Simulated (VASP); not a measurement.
Input of a VASP 6.6.1 run:

The input POSCAR:

```
BaTe
1.0
    0.0000000000      3.4100000000      3.4100000000
    3.4100000000      0.0000000000      3.4100000000
    3.4100000000      3.4100000000      0.0000000000
Ba Te
1 1
Direct
    0.0146627566     -0.0146627566     -0.0146627566
    0.5000000000      0.5000000000      0.5000000000
```

INCAR.step1

```
SYSTEM = BaTe
PREC = Accurate
ENCUT = 520
ISMEAR = 0
SIGMA = 0.05
LREAL = .False.
LASPH = .True.
NELM = 100
NBANDS = 15
GGA = PE
ALGO = Normal
EDIFF = 1E-4
LWAVE = .True.
LCHARG = .False.
```

The input INCAR.step2:

```
SYSTEM = BaTe
PREC = Accurate
ENCUT = 520
EDIFF = 1E-6
ISMEAR = 0
SIGMA = 0.05
LREAL = .False.
LASPH = .True.
NELM = 100
ALGO = Normal
ISIF = 2
LWAVE = .False.
LCHARG = .False.
METAGGA = R2SCAN
LMIXTAU = .True.
NBANDS = 15
ISTART = 1
```

Contents of KPOINTS:

```
Automatic mesh
0
Gamma
  8 8 8
  0 0 0
```

Potentials or basis: VASP PAW PBE potentials, release 64 (Ba_sv, Te).

Launch:

```sh
$ cat potpaw_PBE.64/Ba_sv/POTCAR potpaw_PBE.64/Te/POTCAR > POTCAR
$ cp INCAR.step1 INCAR
$ mpirun -np 1 vasp_std > vasp.out
$ cp INCAR.step2 INCAR
$ mpirun -np 1 vasp_std > vasp.out
```

**Question.** Predict the band gap on the k mesh.

**Answer.** 1.70 eV, indirect (least direct gap 2.07 eV).

**Question.** Estimate the largest force.

**Answer.** 0.344 eV/Å.

**Question.** What does it give for the pressure?

**Answer.** 4.6 GPa.

Forces in eV/Å, atoms in the order of the input:
```
Ba   0.344  0.000  0.000
Te  -0.344  0.000  0.000
```

Caveat: the cell differs from its parent crystal (atom 1 (Ba) moved by (-0.100, +0.000) A along x and y); the PAW data sets were made with another functional, which shifts forces and pressure a little; spin-orbit coupling is left out, which moves the levels of the heavy elements. A k mesh can miss the band edges.
